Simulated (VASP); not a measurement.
Here is a VASP 6.6.1 calculation.

INCAR

```
ALGO = Normal ; EDIFF = 1E-6
ENCUT = 520 ; GGA = PS
ISIF = 2 ; ISMEAR = 1
IVDW = 12 ; LASPH = True
LCHARG = False ; LREAL = False
LWAVE = False ; NBANDS = 13
NELM = 60 ; PREC = Accurate
SIGMA = 0.05
```

KPOINTS

```
k-points
0
Gamma
  12 12 11
```

File POSCAR:

```
Mo
1.0
    2.7355100000      0.0000000000      0.0000000000
   -1.3677550000      2.3690210000      0.0000000000
    0.0000000000      0.0000000000      2.5551810000
Mo
1
Direct
    0.0000000000      0.0000000000      0.5000000000
```

Potentials or basis: VASP PAW PBE potentials, release 64 (Mo_sv).

Run with:

```bash
$ cat potpaw_PBE.64/Mo_sv/POTCAR > POTCAR
$ mpirun -np 1 vasp_std > vasp.out
```

Problem. What does it give for the band gap on the k mesh?

Solution. Zero (band 7 reaches 12.41 eV, above the bottom of band 8 at 10.54 eV).

Problem. What does it give for the dispersion energy per atom?

Solution. -0.664 eV.

Stress tensor (GPa, compression positive):
```
 -7.69   0.00   0.00
  0.00  -7.69   0.00
  0.00   0.00 -16.87
```

Caveat: the PAW data sets were made with another functional, which shifts forces and pressure a little; pairwise dispersion overbinds metals, which lowers pressure and volume.
